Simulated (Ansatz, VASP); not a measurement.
**WC in VASP and in Ansatz**

File INCAR:

```
SYSTEM = WC
PREC     = Accurate       ! precision mode
ENCUT    = 520            ! plane-wave cutoff, eV
EDIFF    = 1E-7           ! SCF threshold, eV
ISMEAR   = 0              ! smearing method
SIGMA    = 0.15           ! smearing width, eV
LREAL    = .FALSE.        ! projectors in reciprocal space
LASPH    = .TRUE.         ! aspherical terms in the spheres
NELM     = 100            ! most SCF steps
ALGO     = Normal         ! electronic algorithm
ISIF     = 2              ! what is computed and relaxed
LWAVE    = .FALSE.        ! write WAVECAR
LCHARG   = .TRUE.         ! write CHGCAR
GGA      = PE             ! functional
LELF     = .TRUE.         ! ELF
LVHAR    = .TRUE.       
NBANDS   = 16             ! bands
```

Contents of KPOINTS:

```
Automatic mesh
0
G
  18 18 16
  0 0 0
```

The input POSCAR:

```
WC
1.0
    2.9005014360      0.0000000000      0.0000000000
   -1.4502507180      2.5119079273      0.0000000000
    0.0000000000      0.0000000000      2.8290000000
W C
1 1
Direct
    0.0336471369      0.0246314137      0.0000000000
    0.6666666667      0.3333333333      0.5000000000
```

Input for Ansatz:

```yaml
crystal:
  lattice:
    - [2.900501436, 0.0, 0.0]
    - [-1.450250718, 2.5119079273, 0.0]
    - [0.0, 0.0, 2.829]
  atoms:
    - { symbol: W, position: [0.0336471369, 0.0246314137, 0.0] }
    - { symbol: C, position: [0.6666666667, 0.3333333333, 0.5] }
basis:
  ecutwfc: 420
kpoints:
  mp_grid: { grid: [18, 18, 16] }
hamiltonian:
  xc: pbe
scf:
  occupations: { method: gaussian, width: 0.15 }
output:
  forces: true
  stress: true
  eigenvalues: true
  write_density: true
  write_potential: true
  elf: true
  volumetric_format: npy
```

Change from the starting cell: all W atoms moved +0.087 Å, as atom 1 along Cartesian [1 1 0].

Alike in both runs: task single point; functional PBE; k mesh 18 × 18 × 16; occupations gaussian, width 0.15 eV; no spin polarisation.

```csv
,VASP,Ansatz
version,VASP 6.6.1,Ansatz 0.2.0
potentials or method,"VASP PAW PBE potentials, release 64 (W_sv, C), cutoff 520 eV","scalar-relativistic, plane waves, PAW"
valence electrons in the cell,18,18
```

VASP gave:

| Property | Result |
| --- | --- |
| gap on the k mesh at the Fermi level (eV) | none |
| pressure (GPa) | 10.9 |
| traceless stress, the component that is largest in VASP (GPa) | -3.46 |
| rms of the force components (eV/Å) | 0.848 |

Problem. What did Ansatz give for the same quantities?

Solution. gap on the k mesh at the Fermi level (eV): none; pressure (GPa): 9.7; traceless stress, the component that is largest in VASP (GPa): -3.30; rms of the force components (eV/Å): 0.844.

Atom by atom the forces differ by 0.004 eV/Å (rms over components). A gap of «none» marks a metal or a gap that the smearing closes.

Spin-orbit coupling is off throughout.
